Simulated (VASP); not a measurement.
# TiSi6Mo (P4/mmm) in VASP: relaxation of cell and atoms with PBE

Aim: the relaxation of cell and atoms of TiSi6Mo with PBE.

Program: VASP 6.6.1. These are calculated values, not measurements. Logs are shortened: lines on timing, memory, paths and dates and some standing lists are left out, and cuts for length are marked.

## 1. The cell of the first run

The structure is tetragonal, space group P4/mmm (No. 123). Conventional cell: a = 3.352 Å, b = 3.352 Å, c = 10.128 Å, α = 90.00°, β = 90.00°, γ = 90.00°. Ti (site symmetry 4/mmm) has 10 Si at 2.50 to 2.71 Å and 4 Ti at 3.35 Å within 3.4 Å. Within 3.4 Å of Si (site symmetry 4mm) lie 10 Si at 2.47 to 3.35 Å and 4 Ti at 2.71 Å. Si (site symmetry 4mm) has 1 Ti at 2.50 Å and 1 Mo at 2.56 Å and 12 Si at 2.65 to 3.35 Å within 3.4 Å. Si (site symmetry 4mm) has 10 Si at 2.47 to 3.35 Å and 4 Mo at 2.70 Å within 3.4 Å. Mo (site symmetry 4/mmm) has 10 Si at 2.56 to 2.70 Å and 4 Mo at 3.35 Å within 3.4 Å.

## 2. Relaxation of cell and atoms, PBE

File INCAR:

```
SYSTEM = TiSi6Mo
ALGO = Fast
EDIFF = 1E-7
EDIFFG = -0.01
ENCUT = 600
GGA = PE
IBRION = 2
ISIF = 3
ISMEAR = 0
LASPH = .TRUE.
LCHARG = .FALSE.
LREAL = .FALSE.
LWAVE = .FALSE.
NELM = 100
NSW = 100
PREC = Accurate
SIGMA = 0.1
```

File KPOINTS:

```
k-points
0
G
  10 10 4
  0 0 0
```

File POSCAR:

```
TiSi6Mo
1.0
    3.3520425429      0.0000000000      0.0000000000
    0.0000000000      3.3520425429      0.0000000000
    0.0000000000      0.0000000000     10.1281909766
Ti Si Mo
1 6 1
Direct
    0.0000000000      0.0000000000      0.0000000000
    0.5000000000      0.5000000000      0.8707681298
    0.5000000000      0.5000000000      0.1292318702
    0.0000000000      0.0000000000      0.7531417472
    0.0000000000      0.0000000000      0.2468582528
    0.5000000000      0.5000000000      0.6271101970
    0.5000000000      0.5000000000      0.3728898030
    0.0000000000      0.0000000000      0.5000000000
```

Potentials or basis: VASP PAW PBE potentials, release 64 (Ti_sv, Si, Mo_sv).

The run is started by

```sh
$ cat potpaw_PBE.64/Ti_sv/POTCAR potpaw_PBE.64/Si/POTCAR potpaw_PBE.64/Mo_sv/POTCAR > POTCAR
$ mpirun -np 1 vasp_std > vasp.out
```

OUTCAR:

```text
SYSTEM = TiSi6Mo
   EDIFF = 1E-7
   EDIFFG = -0.01
   ENCUT = 600
   GGA = PE
   IBRION = 2
   ISIF = 3
   ISMEAR = 0
   LASPH = .TRUE.
   LREAL = .FALSE.
   NELM = 100
   NSW = 100
   PREC = Accurate

 ion  position               nearest neighbor table
   1  0.000  0.000  0.000-   4 2.50   5 2.50   2 2.71   3 2.71   2 2.71   3 2.71   2 2.71   3 2.71
                             2 2.71   3 2.71
   2  0.500  0.500  0.871-   6 2.47   3 2.62   4 2.65   4 2.65   4 2.65   4 2.65   1 2.71   1 2.71
                             1 2.71   1 2.71
   3  0.500  0.500  0.129-   7 2.47   2 2.62   5 2.65   5 2.65   5 2.65   5 2.65   1 2.71   1 2.71
                             1 2.71   1 2.71
   4  0.000  0.000  0.753-   1 2.50   8 2.56   2 2.65   2 2.65   2 2.65   2 2.65   6 2.69   6 2.69
                             6 2.69   6 2.69
   5  0.000  0.000  0.247-   1 2.50   8 2.56   3 2.65   3 2.65   3 2.65   3 2.65   7 2.69   7 2.69
                             7 2.69   7 2.69
   6  0.500  0.500  0.627-   2 2.47   7 2.57   4 2.69   4 2.69   4 2.69   4 2.69   8 2.70   8 2.70
                             8 2.70   8 2.70
   7  0.500  0.500  0.373-   3 2.47   6 2.57   5 2.69   5 2.69   5 2.69   5 2.69   8 2.70   8 2.70
                             8 2.70   8 2.70
   8  0.000  0.000  0.500-   4 2.56   5 2.56   6 2.70   7 2.70   6 2.70   7 2.70   6 2.70   7 2.70
                             6 2.70   7 2.70

  LATTYP: Found a simple tetragonal cell.
 ALAT       =     3.3520425429
 C/A-ratio  =     3.0214983393

  Lattice vectors:

 A1 = (   3.3520425429,   0.0000000000,   0.0000000000)
 A2 = (   0.0000000000,   3.3520425429,   0.0000000000)
 A3 = (   0.0000000000,   0.0000000000,  10.1281909766)

Analysis of symmetry for initial positions (statically):
=====================================================================
 Subroutine PRICEL returns:
 Original cell was already a primitive cell.

 Routine SETGRP: Setting up the symmetry group for a
 simple tetragonal supercell.

 Subroutine GETGRP returns: Found 16 space group operations
 (whereof 16 operations were pure point group operations)
 out of a pool of 16 trial point group operations.

The static configuration has the point symmetry D_4h.

Analysis of symmetry for dynamics (positions and initial velocities):
=====================================================================
 Subroutine PRICEL returns:
 Original cell was already a primitive cell.

 Routine SETGRP: Setting up the symmetry group for a
 simple tetragonal supercell.

 Subroutine GETGRP returns: Found 16 space group operations
[... 125 lines left out ...]
   PSTRESS=    0.0 pullay stress
   NELECT =      50.0000    total number of electrons
   NUPDOWN=      -1.0000    fix difference up-down
   EMIN   =  10.00;   EMAX   =-10.00  energy-range for DOS
   EFERMI =   0.00;   METHOD = LEGACY
   ISMEAR =     0;   SIGMA  =   0.10  broadening in eV -4-tet -1-fermi 0-gaus
   EFERMI_NEDOS =   21; number of points for ismear=-14 and -15
   IALGO  =     68    algorithm
   IMIX   =      4    mixing-type and parameters
     AMIX     =   0.40;   BMIX     =  1.00
     AMIX_MAG =   1.60;   BMIX_MAG =  1.00
  volume/ion in A,a.u.               =      14.23        96.00
  Fermi-wavevector in a.u.,A,eV,Ry     =   1.244556  2.351870 21.074339  1.548920
  Thomas-Fermi vector in A             =   2.378818
   LORBIT       =      0    0 simple, 1 ext, 2 COOP (PROOUT), +10 PAW based schemes
   GGA     = PE    functional components
   LHFCALC =     F    Hartree Fock is set to
   AEXX    =    0.0000 exact exchange contribution
   IVDW    =     0    specifies the selected vdW correction
   LEPSILON=     F    determine dielectric tensor
   LRPA    =     F    only Hartree local field effects (RPA)
 conjugate gradient relaxation of ions
 non-spin polarized calculation
 RMM-DIIS sequential band-by-band and
 Gauss-broadening in eV      SIGMA  =   0.10
  energy-cutoff  :      600.00
  volume of cell :      113.80
 maximum number of plane-waves:      3856
 NGX is ok and might be reduce to    28
   NGX = 13   NGY = 13   NGZ = 41

--------------------------------------- Ionic step        1  -------------------------------------------

 number of electron      50.0000006 magnetization

 Free energy of the ion-electron system (eV)
  ---------------------------------------------------
  ext. energy  EPLUGINS =         0.00000000
  ---------------------------------------------------
  free energy    TOTEN  =       -52.24495049 eV

  energy without entropy =      -52.22762076  energy(sigma->0) =      -52.23628563

------------------------ aborting loop because EDIFF is reached ----------------------------------------

  FORCE on cell =-STRESS in cart. coord.  units (eV):
  Direction    XX          YY          ZZ          XY          YZ          ZX
  --------------------------------------------------------------------------------------
  -------------------------------------------------------------------------------------
  Total       -1.1151716     -1.1151716      1.6674338      0.0000000     -0.0000000     -0.0000000
  in kB      -15.7000614    -15.7000614     23.4751439      0.0000000     -0.0000000     -0.0000000
  external PRESSURE =      -2.6416596 kB  Pullay stress =       0.0000000 kB
[... 281 lines left out ...]
--------------------------------------- Ionic step        8  -------------------------------------------

 number of electron      50.0000005 magnetization

 Free energy of the ion-electron system (eV)
  ---------------------------------------------------
  ext. energy  EPLUGINS =         0.00000000
  ---------------------------------------------------
  free energy    TOTEN  =       -52.26221873 eV

  energy without entropy =      -52.24396307  energy(sigma->0) =      -52.25309090

 E-fermi :  10.9677     XC(G=0): -11.7533

 val. band max:       10.9589554004   @ k =   0.5000   0.1000   0.0000
 cond. band min:      10.9798253925   @ k =   0.2000   0.1000   0.2500
 fundamental gap:      0.0208699920
 Fermi energy:        10.9677043365

 k-point     1 :       0.0000    0.0000    0.0000
  band No.  band energies     occupation
      1     -50.1540      2.00000
      2     -45.6172      2.00000
      3     -24.3313      2.00000
      4     -24.2190      2.00000
      5     -24.2190      2.00000
      6     -21.9783      2.00000
[... 781 lines left out ...]
     29      12.7822      0.00000
     30      13.1487      0.00000

 [... further k-points ...]

------------------------ aborting loop because EDIFF is reached ----------------------------------------

  FORCE on cell =-STRESS in cart. coord.  units (eV):
  Direction    XX          YY          ZZ          XY          YZ          ZX
  --------------------------------------------------------------------------------------
  -------------------------------------------------------------------------------------
  Total       -0.0018667     -0.0018667      0.0012330      0.0000000      0.0000000      0.0000000
  in kB       -0.0264288     -0.0264288      0.0174578      0.0000000      0.0000000      0.0000000
  external PRESSURE =      -0.0117999 kB  Pullay stress =       0.0000000 kB
[... 23 lines left out ...]
  FREE ENERGIE OF THE ION-ELECTRON SYSTEM (eV)
  ---------------------------------------------------
  free  energy   TOTEN  =       -52.2622187253 eV

  energy  without entropy=      -52.2439630654  energy(sigma->0) =      -52.25309090

 reached required accuracy - stopping structural energy minimisation
```

OSZICAR:

```text
N       E                     dE             d eps       ncg     rms          rms(c)
DAV:   1     0.450306150337E+03    0.45031E+03   -0.26019E+04  3948   0.180E+03
[... 143 lines left out ...]
DAV:   1    -0.522622323123E+02   -0.23142E-04   -0.85784E-04  4792   0.210E-01    0.310E-02
RMM:   2    -0.522622223139E+02    0.99983E-05   -0.11202E-04  4508   0.653E-02    0.133E-02
RMM:   3    -0.522622196787E+02    0.26353E-05   -0.17424E-05  4652   0.240E-02    0.738E-03
RMM:   4    -0.522622192603E+02    0.41840E-06   -0.56911E-06  4839   0.140E-02    0.618E-03
RMM:   5    -0.522622189010E+02    0.35922E-06   -0.32452E-06  4791   0.964E-03    0.247E-03
RMM:   6    -0.522622188200E+02    0.81093E-07   -0.21068E-06  3792   0.574E-03    0.169E-03
RMM:   7    -0.522622187134E+02    0.10657E-06   -0.66572E-07  3047   0.438E-03    0.550E-04
RMM:   8    -0.522622187253E+02   -0.11953E-07   -0.60040E-07  2972   0.315E-03
   8 F= -.52262219E+02 E0= -.52253091E+02  d E =-.737913E-04
```

CONTCAR:

```text
TiSi6Mo
   1.00000000000000
     3.3278835467936982   -0.0000000000000000   -0.0000000000000000
     0.0000000000000000    3.3278835467936982    0.0000000000000000
     0.0000000000000000   -0.0000000000000000   10.2178720615541465
  Ti              Si              Mo
     1     6     1
Direct
     0.0000000000000000    0.0000000000000000    0.0000000000000000
     0.5000000000000000    0.5000000000000000    0.8712940716092328
     0.5000000000000000    0.5000000000000000    0.1287059283907674
     0.0000000000000000    0.0000000000000000    0.7522508234269993
     0.0000000000000000    0.0000000000000000    0.2477491765730005
     0.5000000000000000    0.5000000000000000    0.6265484202820605
     0.5000000000000000    0.5000000000000000    0.3734515797179394
     0.0000000000000000    0.0000000000000000    0.5000000000000000

  0.00000000E+00  0.00000000E+00  0.00000000E+00
  0.00000000E+00  0.00000000E+00  0.00000000E+00
  0.00000000E+00  0.00000000E+00  0.00000000E+00
  0.00000000E+00  0.00000000E+00  0.00000000E+00
  0.00000000E+00  0.00000000E+00  0.00000000E+00
  0.00000000E+00  0.00000000E+00  0.00000000E+00
  0.00000000E+00  0.00000000E+00  0.00000000E+00
  0.00000000E+00  0.00000000E+00  0.00000000E+00
```

It took 47 min on 1 thread of Oxide Virtual Turin-like, shared host; peak memory 0.41 GiB.

What came out:

| Item | Value |
| --- | --- |
| Free energy | -52.2622 eV |
| Relaxed volume | 14.15 Å³/atom |
| Relaxed cell | a = 3.328 Å, b = 3.328 Å, c = 10.218 Å, α = 90.00°, β = 90.00°, γ = 90.00° |
| Space group after relaxing (to 0.1 Å) | P4/mmm (No. 123) |
| Energy gained by relaxing | 2.2 meV/atom |
| Ionic steps | 8 |
| Pressure after relaxing | 0.0 GPa |
| Band gap on the k mesh | zero (bands 25 and 26 overlap by 2.25 eV) |

The path:
| step | energy change (eV) | largest force (eV/Å) | pressure (GPa) | volume (Å³) |
| --- | --- | --- | --- | --- |
| 1 | 0.0000 | 0.1078 | -0.26 | 113.80 |
| 2 | -0.0168 | 0.0489 | -0.34 | 113.41 |
| 3 | -0.0168 | 0.0499 | -0.34 | 113.42 |
| 4 | -0.0170 | 0.0144 | 0.30 | 112.91 |
| 5 | -0.0172 | 0.0283 | 0.06 | 113.10 |
| 6 | -0.0172 | 0.0286 | 0.05 | 113.11 |
| 7 | -0.0173 | 0.0103 | 0.02 | 113.14 |
| 8 | -0.0173 | 0.0013 | 0.00 | 113.16 |

Final structure:
```xyz
8
Lattice="3.3279 0.0000 0.0000 0.0000 3.3279 0.0000 0.0000 0.0000 10.2179" Properties=species:S:1:pos:R:3 pbc="T T T"
Ti    0.0000    0.0000    0.0000
Si    1.6639    1.6639    8.9028
Si    1.6639    1.6639    1.3151
Si    0.0000    0.0000    7.6864
Si    0.0000    0.0000    2.5315
Si    1.6639    1.6639    6.4020
Si    1.6639    1.6639    3.8159
Mo    0.0000    0.0000    5.1089
```

The gap in the log of VASP goes by the Fermi energy; the results here count the filled bands.